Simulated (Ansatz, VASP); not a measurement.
**Two plane-wave programs on MgS**

```xyz
2
Lattice="-0.0498 2.8236 2.8236 2.8236 -0.0498 2.8236 2.8236 2.8236 -0.0498" Properties=species:S:1:pos:R:3 pbc="T T T"
Mg   -0.0092   -0.0092   -0.0092
S     1.4085    1.4085    1.4085
```

Change from the starting cell: epitaxial_111 strain +1.5%.

Alike in both runs: task single point; functional r2SCAN; k mesh 8 × 8 × 8; no spin polarisation.

|  | VASP | Ansatz |
| --- | --- | --- |
| version | VASP 6.6.1 | Ansatz 0.2.0 |
| potentials or method | VASP PAW PBE potentials, release 64 (Mg, S) | plane waves, PAW |
| plane-wave cutoff (eV) | 520 | 500 |
| occupations | gaussian, width 0.01 eV | fixed |
| valence electrons in the cell | 8 | 16 |

Ansatz gave:

| Property | Result |
| --- | --- |
| gap on the k mesh at the Fermi level (eV) | 3.93 |
| pressure (GPa) | -1.1 |
| traceless stress, the component that is largest in VASP (GPa) | 0.55 |

Which values does VASP return?

gap on the k mesh at the Fermi level (eV): 3.92; pressure (GPa): -1.4; traceless stress, the component that is largest in VASP (GPa): 0.55.

VASP's potentials were made for PBE, not for r2SCAN. VASP's potentials hold 8 valence electrons a cell and Ansatz's 16, so a difference there can come from the potentials and not from the codes.
